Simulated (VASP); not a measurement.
# Cd (Im-3m) in VASP: notebook, part 3 of 3

VASP 6.6.1. Earlier steps stand in the parts before.

### Step 4. Single point, r2SCAN (volume scaled by 0.96)

Input file POSCAR:

```
Cd
1.0
   -1.7444306594      1.7444306594      1.7444306594
    1.7444306594     -1.7444306594      1.7444306594
    1.7444306594      1.7444306594     -1.7444306594
Cd
1
Direct
    0.0000000000      0.0000000000      0.0000000000
```

Input file INCAR.step1:

```
SYSTEM = Cd
PREC     = Accurate       ! precision mode
ENCUT    = 520            ! plane-wave cutoff, eV
ISMEAR   = -1             ! smearing method
SIGMA    = 0.1            ! smearing width, eV
LREAL    = .False.        ! projectors in reciprocal space
LASPH    = .True.         ! aspherical terms in the spheres
NELM     = 60             ! most SCF steps
NBANDS   = 12             ! bands
GGA      = PE             ! functional
ALGO     = Normal         ! electronic algorithm
EDIFF    = 1E-4           ! SCF threshold, eV
LWAVE    = .True.         ! write WAVECAR
LCHARG   = .False.        ! write CHGCAR
```

Input file INCAR.step2:

```
SYSTEM = Cd
PREC     = Accurate       ! precision mode
ENCUT    = 520            ! plane-wave cutoff, eV
EDIFF    = 1E-6           ! SCF threshold, eV
ISMEAR   = -1             ! smearing method
SIGMA    = 0.1            ! smearing width, eV
LREAL    = .False.        ! projectors in reciprocal space
LASPH    = .True.         ! aspherical terms in the spheres
NELM     = 60             ! most SCF steps
ALGO     = Normal         ! electronic algorithm
ISIF     = 2              ! what is computed and relaxed
LWAVE    = .False.        ! write WAVECAR
LCHARG   = .False.        ! write CHGCAR
METAGGA  = R2SCAN         ! meta-GGA
LMIXTAU  = .True.       
NBANDS   = 12             ! bands
ISTART   = 1
```

Input file KPOINTS:

```
regular mesh
0
Gamma
  14 14 14
  0 0 0
```

Potentials or basis: VASP PAW PBE potentials, release 64 (Cd).

The run is started by

```
$ cat potpaw_PBE.64/Cd/POTCAR > POTCAR
$ cp INCAR.step1 INCAR
$ mpirun -np 1 vasp_std > vasp.out
$ cp INCAR.step2 INCAR
$ mpirun -np 1 vasp_std > vasp.out
```

OUTCAR:

```text
SYSTEM = Cd
   PREC = Accurate
   ENCUT = 520
   EDIFF = 1E-6
   ISMEAR = -1
   LREAL = .False.
   LASPH = .True.
   NELM = 60
   ISIF = 2
   METAGGA = R2SCAN
   ISTART = 1

 ion  position               nearest neighbor table
   1  0.000  0.000  0.000-

  LATTYP: Found a body centered cubic cell.
 ALAT       =     3.4888613188

  Lattice vectors:

 A1 = (  -1.7444306594,   1.7444306594,   1.7444306594)
 A2 = (   1.7444306594,  -1.7444306594,   1.7444306594)
 A3 = (   1.7444306594,   1.7444306594,  -1.7444306594)

Analysis of symmetry for initial positions (statically):
=====================================================================
 Subroutine PRICEL returns:
 Original cell was already a primitive cell.

 Routine SETGRP: Setting up the symmetry group for a
 body centered cubic supercell.

 Subroutine GETGRP returns: Found 48 space group operations
 (whereof 48 operations were pure point group operations)
 out of a pool of 48 trial point group operations.

The static configuration has the point symmetry O_h .

Analysis of symmetry for dynamics (positions and initial velocities):
=====================================================================
 Subroutine PRICEL returns:
 Original cell was already a primitive cell.

 Routine SETGRP: Setting up the symmetry group for a
 body centered cubic supercell.

 Subroutine GETGRP returns: Found 48 space group operations
 (whereof 48 operations were pure point group operations)
 out of a pool of 48 trial point group operations.

The dynamic configuration has the point symmetry O_h .

 Subroutine INISYM returns: Found 48 space group operations
 (whereof 48 operations are pure point group operations),
 and found     1 'primitive' translations

----------------------------------------------------------------------------------------

                                     Primitive cell

[... 107 lines left out ...]
     AMIX     =   0.40;   BMIX     =  1.00
     AMIX_MAG =   1.60;   BMIX_MAG =  1.00
  volume/ion in A,a.u.               =      21.23       143.29
  Fermi-wavevector in a.u.,A,eV,Ry     =   1.353510  2.557763 24.925736  1.831990
  Thomas-Fermi vector in A             =   2.480760
   LORBIT       =      0    0 simple, 1 ext, 2 COOP (PROOUT), +10 PAW based schemes
   METAGGA = R2SCAN    functional components
   LHFCALC =     F    Hartree Fock is set to
   AEXX    =    0.0000 exact exchange contribution
   IVDW    =     0    specifies the selected vdW correction
   LEPSILON=     F    determine dielectric tensor
   LRPA    =     F    only Hartree local field effects (RPA)
 non-spin polarized calculation
  energy-cutoff  :      520.00
  volume of cell :       21.23
 maximum number of plane-waves:       603
   NGX = 11   NGY = 11   NGZ = 11

 number of electron      11.9999994 magnetization

 Free energy of the ion-electron system (eV)
  ---------------------------------------------------
  ext. energy  EPLUGINS =         0.00000000
  ---------------------------------------------------
  free energy    TOTEN  =       -20.01049685 eV

  energy without entropy =      -19.99758640  energy(sigma->0) =      -20.00404163

 E-fermi :   3.1549     XC(G=0): -11.9576

 val. band max:        3.0996163333   @ k =   0.3571   0.2143   0.0714
 cond. band min:       3.1622964475   @ k =  -0.4286   0.5000   0.0714
 fundamental gap:      0.0626801143
 Fermi energy:         3.1548906992

 k-point     1 :       0.0000    0.0000    0.0000
  band No.  band energies     occupation
      1      -6.7491      2.00000
      2      -6.7491      2.00000
      3      -6.7490      2.00000
      4      -6.3614      2.00000
      5      -6.0441      2.00000
      6      -6.0441      2.00000
      7      19.4576      0.00000
      8      19.4576      0.00000
      9      19.4577      0.00000
     10      20.8046      0.00000
     11      20.8049      0.00000
     12      20.8049      0.00000
[... 331 lines left out ...]
 k-point    24 :       0.3571    0.2857    0.0000
  band No.  band energies     occupation
      1      -7.0800      2.00000
      2      -6.6596      2.00000
      3      -6.4351      2.00000
      4      -6.0260      2.00000
      5      -5.9297      2.00000
      6       3.2167      0.70027
      7       3.4291      0.12104
      8       5.3813      0.00000
      9      13.0577      0.00000
     10      20.7083      0.00000
     11      21.9162      0.00000
     12      24.3797      0.00000

 [... further k-points ...]
[... 5 lines left out ...]
  --------------------------------------------------------------------------------------
  -------------------------------------------------------------------------------------
  Total        0.3189698      0.3189698      0.3189698     -0.0000000     -0.0000000      0.0000000
  in kB       24.0679455     24.0679455     24.0679455     -0.0000000     -0.0000000      0.0000000
  external PRESSURE =      24.0679455 kB  Pullay stress =       0.0000000 kB

 VOLUME and BASIS-vectors are now :
 -----------------------------------------------------------------------------
  energy-cutoff  :      520.00
  volume of cell :       21.23
      direct lattice vectors                 reciprocal lattice vectors
    -1.744430659  1.744430659  1.744430659     0.000000000  0.286626469  0.286626469
     1.744430659 -1.744430659  1.744430659     0.286626469  0.000000000  0.286626469
     1.744430659  1.744430659 -1.744430659     0.286626469  0.286626469  0.000000000

 POSITION                                       TOTAL-FORCE (eV/Angst)
 -----------------------------------------------------------------------------------
      0.00000      0.00000      0.00000        -0.000000     -0.000000     -0.000000
 -----------------------------------------------------------------------------------
    total drift:                                0.000000      0.000000     -0.000000

  FREE ENERGIE OF THE ION-ELECTRON SYSTEM (eV)
  ---------------------------------------------------
  free  energy   TOTEN  =       -20.0104968534 eV

  energy  without entropy=      -19.9975864040  energy(sigma->0) =      -20.00404163
```

OUTCAR.step1:

```text
SYSTEM = Cd
   PREC = Accurate
   ENCUT = 520
   ISMEAR = -1
   LREAL = .False.
   LASPH = .True.
[... 576 lines left out ...]
 -----------------------------------------------------------------------------------
      0.00000      0.00000      0.00000         0.000000     -0.000000      0.000000
 -----------------------------------------------------------------------------------
    total drift:                                0.000000      0.000000      0.000000

  FREE ENERGIE OF THE ION-ELECTRON SYSTEM (eV)
  ---------------------------------------------------
  free  energy   TOTEN  =        -0.6625814251 eV

  energy  without entropy=       -0.6490243588  energy(sigma->0) =       -0.65580289
```

OSZICAR.step1:

```text
N       E                     dE             d eps       ncg     rms          rms(c)
DAV:   1     0.720452158072E+02    0.72045E+02   -0.70015E+03  2640   0.100E+03
DAV:   2     0.597442515671E+00   -0.71448E+02   -0.67834E+02  2736   0.240E+02
DAV:   3    -0.710250507882E+00   -0.13077E+01   -0.13070E+01  2928   0.366E+01
DAV:   4    -0.711805249210E+00   -0.15547E-02   -0.15547E-02  2732   0.125E+00
DAV:   5    -0.711808515867E+00   -0.32667E-05   -0.32661E-05  2184   0.588E-02    0.345E+00
DAV:   6    -0.665316245284E+00    0.46492E-01   -0.12293E-01  2844   0.451E+00    0.270E+00
DAV:   7    -0.662546245131E+00    0.27700E-02   -0.11871E-02  2792   0.116E+00    0.129E+00
DAV:   8    -0.662553590479E+00   -0.73453E-05   -0.13822E-03  2604   0.520E-01    0.597E-02
DAV:   9    -0.662581425106E+00   -0.27835E-04   -0.97608E-06  1328   0.320E-02
   1 F= -.66258143E+00 E0= -.65580289E+00  d E =-.135571E-01
```

It took 23 s on 1 thread of Intel Xeon 6975P-C (Granite Rapids), shared host; peak memory 0.15 GiB.

What came out:

```
Free energy            : -20.0105 eV
Pressure               : 2.4 GPa
Band gap on the k mesh : zero (band 6 reaches 6.76 eV, above the bottom of band 7 at 2.26 eV)
```

Caveat: the PAW data sets were made with another functional, which shifts forces and pressure a little.

### Step 5. The runs side by side

| cell | gap on the mesh (eV) | pressure (GPa) |
| --- | --- | --- |
| a = 2.935 Å, angles 109.5°, 1 atom | none | 9.3 |
| a = 2.979 Å, angles 109.5°, 1 atom | none | 5.4 |
| a = 3.021 Å, angles 109.5°, 1 atom | none | 2.4 |

Alike in all rows: task single point; level r2SCAN; potentials or basis VASP PAW PBE potentials, release 64 (Cd); no spin polarisation; k mesh 14 × 14 × 14; cutoff (eV) 520; smearing fermi-dirac 0.1 eV.

Caveats: the PAW data sets were made with another functional, which shifts forces and pressure a little.

Total energies depend on the potentials used, so only differences within one code and one set of settings carry meaning.
